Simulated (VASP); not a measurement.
Wanted: the native input for a VASP 6.6.1 run.

```
Task                   : relaxation of cell and atoms
Functional             : revPBE
Dispersion             : D3(BJ)
Potentials or basis    : VASP PAW PBE potentials, release 64 (Li_sv)
Cutoff                 : 600 eV
k mesh                 : 11 × 11 × 11
Occupations            : fermi-dirac, width 0.05 eV
Spin                   : no spin polarisation
Dipole correction      : no
Further INCAR settings : ALGO = Normal; EDIFF = 1e-06; IBRION = 2; EDIFFG = -0.01; NSW = 60; ISIF = 3
```

The structure of Li lies in POSCAR:

```
Li
1.0
   -1.7546500000      1.7546500000      1.7546500000
    1.7546500000     -1.7546500000      1.7546500000
    1.7546500000      1.7546500000     -1.7546500000
Li
1
Direct
    0.0000000000      0.0000000000      0.0000000000
```

These files were run (other wordings do the same):

INCAR

```
PREC     = Accurate       # precision mode
ENCUT    = 600            # plane-wave cutoff, eV
EDIFF    = 1E-6           # SCF threshold, eV
ISMEAR   = -1             # smearing method
SIGMA    = 0.05           # smearing width, eV
LREAL    = False          # projectors in reciprocal space
LASPH    = True           # aspherical terms in the spheres
NELM     = 60             # most SCF steps
ALGO     = Normal         # electronic algorithm
ISIF     = 3              # what is computed and relaxed
LWAVE    = False          # write WAVECAR
LCHARG   = False          # write CHGCAR
GGA      = RE             # functional
IVDW     = 12             # dispersion correction
IBRION   = 2              # ionic algorithm
NSW      = 60             # ionic steps
EDIFFG   = -0.01          # ionic threshold
```

KPOINTS

```
regular mesh
0
Gamma
  11 11 11
```

Potentials or basis: VASP PAW PBE potentials, release 64 (Li_sv).

Run with:

```console
$ cat potpaw_PBE.64/Li_sv/POTCAR > POTCAR
$ mpirun -np 1 vasp_std > vasp.out
```

Results of the run:

```json
{"Relaxed volume": "17.07 Å³/atom", "Relaxed cell": "a = 2.809 Å, b = 2.809 Å, c = 2.809 Å, α = 109.47°, β = 109.47°, γ = 109.47°", "Space group after relaxing (to 0.05 Å)": "Im-3m (No. 229)", "Energy gained by relaxing": "44.0 meV/atom", "Ionic steps": "6", "Pressure after relaxing": "0.0 GPa", "Dispersion energy per atom": "-0.390 eV"}
```

Caveat: the cutoff is under 1.25 times the usual one of these potentials, so pressure, stress and relaxed cells hold a basis-set (Pulay) error; the volume moved by over 15 % at a fixed basis, so the end points are rough; the PAW data sets were made with another functional, which shifts forces and pressure a little; the volume moved by -21 % from the deposited cell, more than functionals usually miss; pairwise dispersion overbinds metals, which lowers pressure and volume.

Wall time 11 s on 1 thread of Intel(R) Xeon(R) Platinum 8488C (Sapphire Rapids) (shared host), peak memory 0.14 GiB.
